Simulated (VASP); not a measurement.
Write the native input for VASP 6.6.1 that does the following.

```
Task                   : single point
Functional             : PBE
Potentials or basis    : VASP PAW PBE potentials, release 64 (Sn_d, O)
Cutoff                 : 520 eV
k mesh                 : 8 × 4 × 6
Occupations            : fermi-dirac, width 0.02 eV
Spin                   : no spin polarisation
Dipole correction      : no
Further INCAR settings : ALGO = Normal; EDIFF = 1e-06; NBANDS = 28
```

The structure of SnO lies in POSCAR:

```
SnO
1.0
    3.4263210296      0.0000000000      0.0000000000
    0.0000000000      5.9724673623      0.0000000000
    0.0000000000      0.0000000000      4.1500371979
Sn O
2 2
Direct
    0.0000000000      0.2166926976      0.5013626841
    0.5000000000      0.7833073024      0.0013626841
    0.0000000000      0.9084112015      0.7486383159
    0.5000000000      0.0915887985      0.2486383159
```

This cell differs from its parent crystal: strain +3.7%.

The input as run:

INCAR

```
PREC = Accurate ; ENCUT = 520
EDIFF = 1E-6 ; ISMEAR = -1
SIGMA = 0.02 ; LREAL = False
LASPH = True ; NELM = 60
ALGO = Normal ; ISIF = 2
LWAVE = False ; LCHARG = False
GGA = PE ; NBANDS = 28
```

KPOINTS

```
regular mesh
0
Gamma
  8 4 6
```

Potentials or basis: VASP PAW PBE potentials, release 64 (Sn_d, O).

Run with:

```sh
$ cat potpaw_PBE.64/Sn_d/POTCAR potpaw_PBE.64/O/POTCAR > POTCAR
$ mpirun -np 1 vasp_std > vasp.out
```

Results of the run:

```
Pressure               : 2.4 GPa
Largest force          : 0.577 eV/Å
Band gap on the k mesh : 1.70 eV, indirect (least direct gap 2.64 eV)
```

Caveat: the cell differs from its parent crystal (strain +3.7%); spin-orbit coupling is left out, which moves the levels of the heavy elements.

Wall time 78 s on 1 thread of AMD EPYC 9R45 96-Core Processor (Zen 5), on a shared host, peak memory 0.24 GiB.
